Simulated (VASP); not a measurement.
A run of VASP 6.6.1:

File POSCAR:

```
CuP
1.0
    0.0000000000      2.4078627738      2.4078627738
    2.4078627738      0.0000000000      2.4078627738
    2.4078627738      2.4078627738      0.0000000000
Cu P
1 1
Direct
    0.5000000000      0.5000000000      0.5000000000
    0.0000000000      0.0000000000      0.0000000000
```

The input INCAR.step1:

```
ALGO = Normal
EDIFF = 1E-4
ENCUT = 520
GGA = PE
ISMEAR = 0
LASPH = T
LCHARG = F
LREAL = F
LWAVE = T
NBANDS = 15
NELM = 100
PREC = Accurate
SIGMA = 0.05
```

File INCAR.step2:

```
ALGO = Normal
EDIFF = 1E-7
ENCUT = 520
ISIF = 2
ISMEAR = 0
ISTART = 1
LASPH = T
LCHARG = T
LELF = T
LMIXTAU = T
LREAL = F
LVHAR = T
LWAVE = F
METAGGA = R2SCAN
NBANDS = 15
NELM = 100
PREC = Accurate
SIGMA = 0.05
```

File KPOINTS:

```
k-points
0
Gamma
  12 12 12
```

Potentials or basis: VASP PAW PBE potentials, release 64 (Cu, P).

Launch:

```sh
$ cat potpaw_PBE.64/Cu/POTCAR potpaw_PBE.64/P/POTCAR > POTCAR
$ cp INCAR.step1 INCAR
$ mpirun -np 1 vasp_std > vasp.out
$ cp INCAR.step2 INCAR
$ mpirun -np 1 vasp_std > vasp.out
```

Hardware: 1 thread of Intel Xeon 8259CL, on a shared host.

Task: Estimate the wall time of this run.

Result: Run time: 4.7 min on 1 thread of Intel Xeon 8259CL (shared host), peak memory 0.18 GiB. Counts: k points 72.
